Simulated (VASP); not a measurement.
# ZnH2 (P-4m2) in VASP: further runs

The runs below take ZnH2 through relaxation of cell and atoms, with PBE.

All numbers are computed with VASP 6.6.1; they aren't measurements. Logs are shortened: lines on timing, memory, paths and dates and some standing lists are left out, and cuts for length are marked.

### Step 1. The cell of the first run

The structure is tetragonal, space group P-4m2 (No. 115). The conventional cell has a = 2.875 Å, b = 2.875 Å, c = 3.615 Å, α = 90.00°, β = 90.00°, γ = 90.00°. Zn (site symmetry -4m2) has 4 H at 1.70 Å within 2.3 Å. Within 2.3 Å of H (site symmetry 2mm) lie 2 Zn at 1.70 Å.

### Step 2. Relaxation of cell and atoms, PBE

INCAR

```
SYSTEM = ZnH2
ALGO = Normal
EDIFF = 1E-7
EDIFFG = -0.04
ENCUT = 1230
GGA = PE
GGA_COMPAT = .False.
IBRION = 2
ISIF = 3
ISMEAR = 0
LASPH = .True.
LCHARG = .False.
LREAL = .False.
LWAVE = .False.
NELM = 120
NELMIN = 4
NSW = 90
PREC = Accurate
SIGMA = 0.1
```

KPOINTS

```
k-points
0
Gamma
  6 6 6
  0 0 0
```

POSCAR

```
ZnH2
1.0
    2.8749536780      0.0000000000      0.0000000000
    0.0000000000      2.8749536780      0.0000000000
    0.0000000000      0.0000000000      3.6148001656
Zn H
1 2
Direct
    0.0000000000      0.0000000000      0.5000000000
    0.0000000000      0.5000000000      0.7509055336
    0.5000000000      0.0000000000      0.2490944664
```

Potentials or basis: VASP PAW PBE potentials, release 64 (Zn, H_h).

Run with:

```
$ cat potpaw_PBE.64/Zn/POTCAR potpaw_PBE.64/H_h/POTCAR > POTCAR
$ mpirun -np 1 vasp_std > vasp.out
```

OUTCAR:

```text
SYSTEM = ZnH2
   EDIFF = 1E-7
   EDIFFG = -0.04
   ENCUT = 1230
   GGA = PE
   IBRION = 2
   ISIF = 3
   ISMEAR = 0
   LASPH = .True.
   LREAL = .False.
   NELM = 120
   NELMIN = 4
   NSW = 90
   PREC = Accurate

 ion  position               nearest neighbor table
   1  0.000  0.000  0.500-   2 1.70   3 1.70   2 1.70   3 1.70
   2  0.000  0.500  0.751-   1 1.70   1 1.70
   3  0.500  0.000  0.249-   1 1.70   1 1.70

  LATTYP: Found a simple tetragonal cell.
 ALAT       =     2.8749536780
 C/A-ratio  =     1.2573420550

  Lattice vectors:

 A1 = (   2.8749536780,   0.0000000000,   0.0000000000)
 A2 = (   0.0000000000,   2.8749536780,   0.0000000000)
 A3 = (   0.0000000000,   0.0000000000,   3.6148001656)

Analysis of symmetry for initial positions (statically):
=====================================================================
 Subroutine PRICEL returns:
 Original cell was already a primitive cell.

 Routine SETGRP: Setting up the symmetry group for a
 simple tetragonal supercell.

 Subroutine GETGRP returns: Found  8 space group operations
 (whereof  8 operations were pure point group operations)
 out of a pool of 16 trial point group operations.

The static configuration has the point symmetry D_2d.

Analysis of symmetry for dynamics (positions and initial velocities):
=====================================================================
 Subroutine PRICEL returns:
 Original cell was already a primitive cell.

 Routine SETGRP: Setting up the symmetry group for a
 simple tetragonal supercell.

 Subroutine GETGRP returns: Found  8 space group operations
 (whereof  8 operations were pure point group operations)
 out of a pool of 16 trial point group operations.

The dynamic configuration has the point symmetry D_2d.

 Subroutine INISYM returns: Found  8 space group operations
 (whereof  8 operations are pure point group operations),
 and found     1 'primitive' translations

----------------------------------------------------------------------------------------

                                     Primitive cell

  volume of cell :      29.8776

  direct lattice vectors                    reciprocal lattice vectors
     2.874953678  0.000000000  0.000000000     0.347831691  0.000000000  0.000000000
     0.000000000  2.874953678  0.000000000     0.000000000  0.347831691  0.000000000
     0.000000000  0.000000000  3.614800166     0.000000000  0.000000000  0.276640465

  length of vectors
     2.874953678  2.874953678  3.614800166     0.347831691  0.347831691  0.276640465

  position of ions in fractional coordinates (direct lattice)
     0.000000000  0.000000000  0.500000000
     0.000000000  0.500000000  0.750905534
     0.500000000  0.000000000  0.249094466

  ion indices of the primitive-cell ions
   primitive index   ion index
                 1           1
                 2           2
                 3           3

----------------------------------------------------------------------------------------

 KPOINTS: k-points

Automatic generation of k-mesh.
 Grid dimensions read from file:
 generate k-points for:    6    6    6

 Generating k-lattice:

  Cartesian coordinates                     Fractional coordinates (reciprocal lattice)
     0.057971949  0.000000000  0.000000000     0.166666667  0.000000000  0.000000000
     0.000000000  0.057971949  0.000000000     0.000000000  0.166666667  0.000000000
     0.000000000  0.000000000  0.046106744     0.000000000  0.000000000  0.166666667

  Length of vectors
     0.057971949  0.057971949  0.046106744

  Shift w.r.t. Gamma in fractional coordinates (k-lattice)
     0.000000000  0.000000000  0.000000000

 Subroutine IBZKPT returns following result:
 ===========================================

 Found     40 irreducible k-points:

 Following reciprocal coordinates:
            Coordinates               Weight
  0.000000  0.000000  0.000000      1.000000
  0.166667  0.000000  0.000000      4.000000
  0.333333  0.000000  0.000000      4.000000
  0.500000  0.000000  0.000000      2.000000
  0.166667  0.166667  0.000000      4.000000
  0.333333  0.166667  0.000000      8.000000
[... 16 lines left out ...]
  0.333333  0.000000  0.333333      8.000000
  0.500000  0.000000  0.333333      4.000000
 [... further k-points ...]
   k-points           NKPTS =     40   k-points in BZ     NKDIM =     40   number of bands    NBANDS=     11
   number of dos      NEDOS =    301   number of ions     NIONS =      3
   total plane-waves  NPLWV =  54432
   dimension x,y,z NGX =    36 NGY =   36 NGZ =   42
   dimension x,y,z NGXF=    72 NGYF=   72 NGZF=   84
   ions per type =               1   2
   NGX,Y,Z   is equivalent  to a cutoff of  20.82, 20.82, 19.32 a.u.
   NGXF,Y,Z  is equivalent  to a cutoff of  41.63, 41.63, 38.63 a.u.
 SYSTEM =  ZnH2
   PREC   = accura    normal or accurate (medium, high low for compatibility)
   ISTART =      0    job   : 0-new  1-cont  2-samecut
   ICHARG =      2    charge: 1-file 2-atom 10-const
   ISPIN  =      1    spin polarized calculation?
   LNONCOLLINEAR =      F non collinear calculations
   LSORBIT =      F    spin-orbit coupling
   LASPH  =      T    aspherical Exc in radial PAW
   ENCUT  = 1230.0 eV  90.40 Ry    9.51 a.u.   8.22  8.22 10.34*2*pi/ulx,y,z
   NELM   =    120;   NELMIN=  4; NELMDL= -5     # of ELM steps
   EDIFF  = 0.1E-06   stopping-criterion for ELM
   LREAL  =      F    real-space projection
   EDIFFG = -.4E-01   stopping-criterion for IOM
   NSW    =     90    number of steps for IOM
   IBRION =      2    ionic relax: 0-MD 1-quasi-New 2-CG
   NFREE  =      1    steps in history (QN), initial steepest desc. (CG)
   ISIF   =      3    stress and relaxation
   ISYM   =      2    0-nonsym 1-usesym 2-fastsym
   POTIM  = 0.5000    time-step for ionic-motion
   TEBEG  =    0.0;   TEEND  =   0.0 temperature during run
   PSTRESS=    0.0 pullay stress
   NELECT =      14.0000    total number of electrons
   NUPDOWN=      -1.0000    fix difference up-down
   EMIN   =  10.00;   EMAX   =-10.00  energy-range for DOS
   EFERMI =   0.00;   METHOD = LEGACY
   ISMEAR =     0;   SIGMA  =   0.10  broadening in eV -4-tet -1-fermi 0-gaus
   EFERMI_NEDOS =   21; number of points for ismear=-14 and -15
   IALGO  =     38    algorithm
   IMIX   =      4    mixing-type and parameters
     AMIX     =   0.40;   BMIX     =  1.00
     AMIX_MAG =   1.60;   BMIX_MAG =  1.00
  volume/ion in A,a.u.               =       9.96        67.21
  Fermi-wavevector in a.u.,A,eV,Ry     =   1.271556  2.402893 21.998645  1.616855
  Thomas-Fermi vector in A             =   2.404483
   LORBIT       =      0    0 simple, 1 ext, 2 COOP (PROOUT), +10 PAW based schemes
   GGA     = PE    functional components
   LHFCALC =     F    Hartree Fock is set to
   AEXX    =    0.0000 exact exchange contribution
   IVDW    =     0    specifies the selected vdW correction
   LEPSILON=     F    determine dielectric tensor
   LRPA    =     F    only Hartree local field effects (RPA)
 conjugate gradient relaxation of ions
 non-spin polarized calculation
 Gauss-broadening in eV      SIGMA  =   0.10
  energy-cutoff  :     1230.00
  volume of cell :       29.88
 maximum number of plane-waves:      2952
 NGX is ok and might be reduce to    36
   NGX = 17   NGY = 17   NGZ = 21

--------------------------------------- Ionic step        1  -------------------------------------------

 number of electron      14.0000000 magnetization

 Free energy of the ion-electron system (eV)
  ---------------------------------------------------
  ext. energy  EPLUGINS =         0.00000000
  ---------------------------------------------------
  free energy    TOTEN  =        -7.34911428 eV

  energy without entropy =       -7.34911428  energy(sigma->0) =       -7.34911428

------------------------ aborting loop because EDIFF is reached ----------------------------------------

  FORCE on cell =-STRESS in cart. coord.  units (eV):
  Direction    XX          YY          ZZ          XY          YZ          ZX
  --------------------------------------------------------------------------------------
  -------------------------------------------------------------------------------------
  Total        0.1130561      0.1130561      0.6619060      0.0000000      0.0000000      0.0000000
  in kB        6.0625941      6.0625941     35.4944865      0.0000000      0.0000000      0.0000000
  external PRESSURE =      15.8732249 kB  Pullay stress =       0.0000000 kB
[... 92 lines left out ...]
  FREE ENERGIE OF THE ION-ELECTRON SYSTEM (eV)
  ---------------------------------------------------
  free  energy   TOTEN  =        -7.3624445612 eV

  energy  without entropy=       -7.3624445612  energy(sigma->0) =       -7.36244456

[... ionic steps 4 to 9 ...]

--------------------------------------- Ionic step       10  -------------------------------------------

 number of electron      14.0000001 magnetization

------------------------ aborting loop because EDIFF is reached ----------------------------------------
[... 69 lines left out ...]
--------------------------------------- Ionic step       12  -------------------------------------------

 number of electron      13.9999999 magnetization

 Free energy of the ion-electron system (eV)
  ---------------------------------------------------
  ext. energy  EPLUGINS =         0.00000000
  ---------------------------------------------------
  free energy    TOTEN  =        -7.41766327 eV

  energy without entropy =       -7.41766327  energy(sigma->0) =       -7.41766327

 E-fermi :  -1.7339     XC(G=0):  -8.2500

 val. band max:       -2.2234278573   @ k =   0.3333   0.3333   0.0000
 cond. band min:       0.4346685630   @ k =   0.5000   0.0000   0.5000
 fundamental gap:      2.6580964203
 Fermi energy:        -1.7338894603

 k-point     1 :       0.0000    0.0000    0.0000
  band No.  band energies     occupation
      1      -9.6780      2.00000
      2      -8.5120      2.00000
      3      -7.6684      2.00000
      4      -7.4505      2.00000
      5      -7.4505      2.00000
      6      -7.2359      2.00000
      7      -3.4187      2.00000
      8       3.5243      0.00000
      9       9.4430      0.00000
     10      10.2643      0.00000
     11      10.2643      0.00000
[... 309 lines left out ...]
 k-point    24 :       0.5000    0.0000    0.3333
  band No.  band energies     occupation
      1      -8.4402      2.00000
      2      -8.3360      2.00000
      3      -7.4628      2.00000
      4      -7.4604      2.00000
      5      -7.4204      2.00000
      6      -4.7403      2.00000
      7      -4.3981      2.00000
      8       0.7486      0.00000
      9       2.9523      0.00000
     10      11.0272      0.00000
     11      11.2764      0.00000

 [... further k-points ...]

------------------------ aborting loop because EDIFF is reached ----------------------------------------

  FORCE on cell =-STRESS in cart. coord.  units (eV):
  Direction    XX          YY          ZZ          XY          YZ          ZX
  --------------------------------------------------------------------------------------
  -------------------------------------------------------------------------------------
  Total        0.0272575      0.0272575      0.0013387      0.0000000      0.0000000      0.0000000
  in kB        1.2091984      1.2091984      0.0593856      0.0000000      0.0000000      0.0000000
  external PRESSURE =       0.8259275 kB  Pullay stress =       0.0000000 kB
[... 18 lines left out ...]
  FREE ENERGIE OF THE ION-ELECTRON SYSTEM (eV)
  ---------------------------------------------------
  free  energy   TOTEN  =        -7.4176632731 eV

  energy  without entropy=       -7.4176632731  energy(sigma->0) =       -7.41766327

 reached required accuracy - stopping structural energy minimisation
```

Run time: 4.9 min. Hardware: 1 thread of Intel Xeon Platinum 8259CL at 2.50GHz (Skylake/Cascade Lake), shared host; peak memory 0.25 GiB.

Results:

```yaml
Free_energy: -7.4177 eV
Relaxed_volume: 12.04 Å³/atom
Relaxed_cell: a = 2.825 Å, b = 2.825 Å, c = 4.527 Å, α = 90.00°, β = 90.00°, γ = 90.00°
Space_group_after_relaxing_to_0.1_Å: P-4m2 (No. 115)
Energy_gained_by_relaxing: 22.8 meV/atom
Ionic_steps: 12
Pressure_after_relaxing: 0.1 GPa
Largest_force_after_relaxing: 0.038 eV/Å
Band_gap_on_the_k_mesh: 2.66 eV (least direct gap 4.55 eV)
```

Forces in eV/Å, atoms in the order of the input:
```
Zn   0.000  0.000  0.000
H    0.000  0.000 -0.038
H    0.000  0.000  0.038
```

Stress tensor (GPa, compression positive):
```
0.12 0.00 0.00
0.00 0.12 0.00
0.00 0.00 0.01
```

Step by step:
```csv
step,energy change (eV),largest force (eV/Å),pressure (GPa),volume (Å³)
1,0.0000,0.0046,1.59,29.88
2,-0.0063,0.0504,0.77,30.31
3,-0.0133,0.1848,-0.94,31.39
4,-0.0188,0.1742,-0.84,31.50
5,-0.0330,0.1411,-0.41,31.84
6,-0.0503,0.0691,0.58,32.44
7,-0.0361,0.1058,3.45,33.38
8,-0.0531,0.0053,1.63,32.80
9,-0.0586,0.0703,0.71,33.84
10,-0.0601,0.1295,0.07,34.69
11,-0.0634,0.1027,0.07,35.10
12,-0.0685,0.0380,0.08,36.12
```

Final structure:
```
CELL_PARAMETERS angstrom
2.82462 0.00000 0.00000
0.00000 2.82462 0.00000
0.00000 0.00000 4.52668
ATOMIC_POSITIONS crystal
Zn 0.00000 0.00000 0.50000
H 0.00000 0.50000 0.71223
H 0.50000 0.00000 0.28777
```

Levels at points of the mesh, in eV from the valence-band top:
| k point | band 3 | band 4 | band 5 | band 6 | band 7 | band 8 | band 9 | band 10 | band 11 |
| --- | --- | --- | --- | --- | --- | --- | --- | --- | --- |
| (0.00, 0.00, 0.00) | -5.45 | -5.23 | -5.23 | -5.01 | -1.20 | 5.75 | 11.67 | 12.49 | 12.49 |
| (0.50, 0.00, 0.00) | -5.28 | -5.24 | -5.20 | -2.66 | -2.38 | 4.12 | 6.80 | 10.21 | 10.39 |
| (0.50, 0.50, 0.00) | -5.70 | -5.18 | -4.86 | -0.59 | -0.59 | 3.96 | 7.72 | 9.71 | 10.19 |
| (0.00, 0.00, 0.50) | -5.29 | -5.23 | -5.23 | -5.01 | -2.63 | 9.41 | 10.23 | 12.84 | 12.84 |
| (0.50, 0.00, 0.50) | -5.24 | -5.23 | -5.20 | -2.46 | -2.10 | 2.66 | 4.81 | 14.73 | 15.03 |
| (0.50, 0.50, 0.50) | -5.69 | -5.16 | -4.86 | -0.42 | -0.42 | 4.51 | 7.66 | 8.50 | 8.50 |

Caveat: the volume moved by over 15 % at a fixed basis, so the end points are rough.

### Step 3. Relaxation of cell and atoms, PBE

This run uses another cell than the first one, of 12.54 Å³/atom.

INCAR

```
SYSTEM = ZnH2
  PREC = Accurate
  ENCUT = 1230
  EDIFF = 1E-7
  ISMEAR = 0
  SIGMA = 0.02
  LREAL = .FALSE.
  LASPH = .TRUE.
  NELM = 120
  ALGO = Normal
  ISIF = 3
  LWAVE = .FALSE.
  LCHARG = .FALSE.
  GGA = PE
  IBRION = 2
  NSW = 100
  EDIFFG = -0.01
  GGA_COMPAT = .FALSE.
  NELMIN = 4
```

KPOINTS

```
Automatic mesh
0
G
  8 8 6
  0 0 0
```

POSCAR

```
ZnH2
1.0
    2.8342199686      0.0000000000      0.0000000000
    0.0000000000      2.8342199686      0.0000000000
    0.0000000000      0.0000000000      4.6837680610
Zn H
1 2
Direct
    0.0000000000      0.0000000000      0.5000000000
    0.0000000000      0.5000000000      0.7015602930
    0.5000000000      0.0000000000      0.2984397070
```

Potentials or basis: VASP PAW PBE potentials, release 64 (Zn, H_h).

Run with:

```
$ cat potpaw_PBE.64/Zn/POTCAR potpaw_PBE.64/H_h/POTCAR > POTCAR
$ mpirun -np 1 vasp_std > vasp.out
```

Run time: 11 min. Hardware: 1 thread of AMD EPYC 7R43 (Zen 3), shared host; peak memory 0.25 GiB.

The run converged. Its results:

```yaml
Free_energy: -7.4260 eV
Relaxed_volume: 14.03 Å³/atom
Relaxed_cell: a = 2.841 Å, b = 2.841 Å, c = 5.213 Å, α = 90.00°, β = 90.00°, γ = 90.00°
Space_group_after_relaxing_to_0.1_Å: P-4m2 (No. 115)
Energy_gained_by_relaxing: 1.0 meV/atom
Ionic_steps: 19
Pressure_after_relaxing: 0.0 GPa
Band_gap_on_the_k_mesh: 3.21 eV (least direct gap 4.19 eV)
```

Step by step:
```tsv
step	energy change (eV)	largest force (eV/Å)	pressure (GPa)	volume (Å³)
1	0.0000	0.0113	0.31	37.62
2	-0.0002	0.0062	0.14	37.76
3	-0.0002	0.0230	-0.04	37.89
4	-0.0002	0.0177	0.02	37.85
5	-0.0003	0.0171	0.01	37.88
6	-0.0004	0.0153	0.00	37.97
7	-0.0007	0.0113	-0.01	38.16
8	-0.0011	0.0030	0.01	38.54
9	-0.0016	0.0147	0.02	39.30
10	-0.0012	0.0556	0.08	40.84
11	-0.0016	0.0327	0.05	39.87
12	-0.0017	0.0301	0.04	39.95
13	-0.0019	0.0228	-0.01	40.16
14	-0.0022	0.0083	-0.13	40.59
15	-0.0024	0.0192	-0.33	41.44
16	-0.0026	0.0164	-0.27	41.56
17	-0.0029	0.0075	-0.12	41.90
18	-0.0027	0.0131	0.22	42.56
19	-0.0030	0.0003	-0.01	42.09
```

Final structure:
```
CELL_PARAMETERS angstrom
2.84142 0.00000 0.00000
0.00000 2.84142 0.00000
0.00000 0.00000 5.21281
ATOMIC_POSITIONS crystal
Zn 0.00000 0.00000 0.50000
H 0.00000 0.50000 0.68092
H 0.50000 0.00000 0.31908
```

Levels at points of the mesh, in eV from the valence-band top:
```csv
k point,band 4,band 5,band 6,band 7,band 8,band 9,band 10,band 11
"(0.00, 0.00, 0.00)",-5.05,-5.05,-4.83,-1.38,5.50,11.41,12.19,12.62
"(0.50, 0.00, 0.00)",-5.05,-5.02,-2.43,-2.11,3.86,6.44,9.97,10.06
"(0.50, 0.50, 0.00)",-4.99,-4.70,-0.40,-0.40,4.20,8.06,9.18,9.89
"(0.00, 0.00, 0.50)",-5.05,-5.05,-4.83,-1.99,8.08,9.70,12.74,12.74
"(0.50, 0.00, 0.50)",-5.05,-5.02,-2.36,-2.02,3.21,5.40,13.15,13.65
"(0.50, 0.50, 0.50)",-4.99,-4.70,-0.36,-0.36,4.39,8.24,8.40,9.06
```

A k mesh can miss the band edges.
